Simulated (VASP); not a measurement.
# ZnS: single point with r2SCAN

Crystal: ZnS.

```
CELL_PARAMETERS angstrom
0.00000 2.61326 2.61326
2.61326 0.00000 2.61326
2.61326 2.61326 0.00000
ATOMIC_POSITIONS crystal
Zn 0.00000 0.00000 0.00000
S 0.25000 0.25000 0.25000
```

This cell differs from its parent crystal: strain -3.0%.

```
Program                : VASP 6.6.1
Task                   : single point
Functional             : r2SCAN
Potentials or basis    : VASP PAW PBE potentials, release 64 (Zn, S)
Cutoff                 : 520 eV
k mesh                 : 8 × 8 × 8
Occupations            : gaussian, width 0.01 eV
Spin                   : no spin polarisation
Dipole correction      : no
Further INCAR settings : ALGO = Normal; EDIFF = 1e-06; NBANDS = 16
```

```
Pressure               : 8.9 GPa
Band gap on the k mesh : 3.16 eV, direct
```

Levels at points of the mesh, in eV from the valence-band top:
| k point | band 5 | band 6 | band 7 | band 8 | band 9 | band 10 | band 11 | band 12 | band 13 | band 14 |
| --- | --- | --- | --- | --- | --- | --- | --- | --- | --- | --- |
| (0.00, 0.00, 0.00) | -6.28 | -6.28 | 0.00 | 0.00 | 0.00 | 3.16 | 6.80 | 6.80 | 6.80 | 12.40 |
| (0.50, 0.00, 0.00) | -6.24 | -6.18 | -5.99 | -1.05 | -1.05 | 4.01 | 7.30 | 7.30 | 9.79 | 13.44 |
| (0.50, 0.50, 0.00) | -6.18 | -6.03 | -5.03 | -2.68 | -2.68 | 3.49 | 4.42 | 12.59 | 13.53 | 13.53 |

Run time: 37 s on 1 thread of Intel(R) Xeon(R) Platinum 8559C (Emerald Rapids), on a shared host, peak memory 0.16 GiB.

Caveat: the cell differs from its parent crystal (strain -3.0%); the PAW data sets were made with another functional, which shifts forces and pressure a little. A k mesh can miss the band edges.
